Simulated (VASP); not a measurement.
BaTe: single point with LDA

BaTe:

```
Ba Te
1.0
     6.00144    0.00000    0.00000
     0.00000    6.00144    0.00000
     0.00000    0.00000    4.24363
Ba Te
2 2
Cartesian
  3.0007 0.0000 2.1216
  0.0000 3.0007 2.1220
  0.0000 0.0000 0.0000
  3.0007 3.0007 0.0000
```

| Quantity | Value |
| --- | --- |
| Program | VASP 6.6.1 |
| Task | single point |
| Functional | LDA |
| Potentials or basis | VASP PAW LDA potentials, release 64 (Ba_sv, Te) |
| Cutoff | 520 eV |
| k mesh | 6 × 6 × 8 |
| Occupations | gaussian, width 0.05 eV |
| Spin | no spin polarisation |
| Dipole correction | no |
| Further INCAR settings | ALGO = Normal; EDIFF = 1e-06; NBANDS = 24 |

```json
{
 "Pressure": "-2.5 GPa",
 "Band gap on the k mesh": "0.64 eV"
}
```

Levels at points of the mesh, in eV from the valence-band top:
```tsv
k point	band 12	band 13	band 14	band 15	band 16	band 17	band 18	band 19	band 20	band 21
(0.00, 0.00, 0.00)	-2.06	-0.38	-0.38	-0.38	0.00	0.64	0.64	0.83	2.21	2.45
(0.50, 0.00, 0.00)	-2.34	-1.57	-1.57	-0.57	-0.57	1.64	1.64	2.99	2.99	3.19
(0.50, 0.50, 0.00)	-3.47	-0.90	-0.90	-0.90	-0.90	1.42	1.42	4.80	4.80	4.88
(0.00, 0.00, 0.50)	-2.96	-2.96	-2.96	-0.90	-0.90	1.42	4.70	4.70	4.70	4.80
(0.50, 0.00, 0.50)	-2.66	-2.15	-2.15	-1.22	-1.22	2.44	2.44	2.53	2.53	2.99
(0.50, 0.50, 0.50)	-2.06	-2.06	-2.06	0.00	0.00	0.83	0.83	2.45	2.45	2.85
```

Wall time 4.5 min on 1 thread of AMD EPYC 7R43 64-Core Processor (Zen 3) (shared host), peak memory 0.28 GiB.

Caveat: semilocal functionals underestimate gaps, and a narrow one can read as zero; spin-orbit coupling is left out, which moves the levels of the heavy elements. A k mesh can miss the band edges.
